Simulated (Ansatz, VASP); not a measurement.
**Two plane-wave programs on InAs**

```
In As
1.0
     0.00000    2.84173    2.84173
     2.84173    0.00000    2.84173
     2.84173    2.84173    0.00000
In As
1 1
Direct
  0.00000 0.00000 0.00000
  0.50000 0.50000 0.50000
```

Alike in both runs: functional r2SCAN; k mesh 13 × 13 × 13; occupations fermi-dirac, width 0.05 eV; no spin polarisation.

Ansatz relaxed the structure, and its values are those at the end. VASP's run is a single point on that final structure, the one shown.

```csv
,VASP,Ansatz
version,VASP 6.6.1,Ansatz 0.2.0
potentials or method,"VASP PAW PBE potentials, release 64 (In_d, As)","PAW with Ansatz's default frozen-core files, scalar-relativistic"
plane-wave cutoff (eV),550,500
valence electrons in the cell,18,28
```

```csv
,VASP,Ansatz,Ansatz less VASP
pressure (GPa),0.1,0.0,-0.09
```

VASP's potentials were made for PBE, not for r2SCAN. With one functional, cell and mesh, what is left measures potentials, basis and numerics. VASP's potentials hold 18 valence electrons a cell and Ansatz's 28, so a difference there can come from the potentials and not from the codes.
